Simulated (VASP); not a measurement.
Ti23SnO48, 72 atoms in the cell. The typed cell holds 72 atoms: a = 9.204 Å, b = 9.204 Å, c = 8.852 Å, α = 90.00°, β = 90.00°, γ = 90.00°. 

```yaml
Program: VASP 6.6.1
Task: single point
Functional: HSE06
Potentials_or_basis: VASP PAW PBE potentials, release 64 (Ti_sv, Sn_d, O)
Cutoff: 520 eV
k_mesh: 1 × 1 × 1
Occupations: fermi-dirac, width 0.05 eV
Spin: no spin polarisation
Dipole_correction: no
Grid_for_exact_exchange_PRECFOCK: Fast
Further_INCAR_settings: LREAL = Auto; ALGO = Normal; EDIFF = 1e-06; NBANDS = 331
Share_of_exact_exchange: 0.25
Screening_parameter: 0.2079 1/Å
```

Potentials or basis: VASP PAW PBE potentials, release 64 (Ti_sv, Sn_d, O).

Launch:

```console
$ cat potpaw_PBE.64/Ti_sv/POTCAR potpaw_PBE.64/Sn_d/POTCAR potpaw_PBE.64/O/POTCAR > POTCAR
$ cp INCAR.step1 INCAR
$ mpirun -np 1 vasp_gam > vasp.out
$ cp INCAR.step2 INCAR
$ mpirun -np 1 vasp_gam > vasp.out
```

Hardware: 1 × NVIDIA H100 80GB with 1 thread of Intel(R) Xeon(R) Platinum 8481C CPU @ 2.70GHz (Sapphire Rapids) (shared host).

How long does it take, and how much memory?

It took 8.8 min on 1 × NVIDIA H100 80GB with 1 thread of Intel(R) Xeon(R) Platinum 8481C CPU @ 2.70GHz (Sapphire Rapids), on a shared host, peak memory 1.5 GiB. Counts: k points 1.
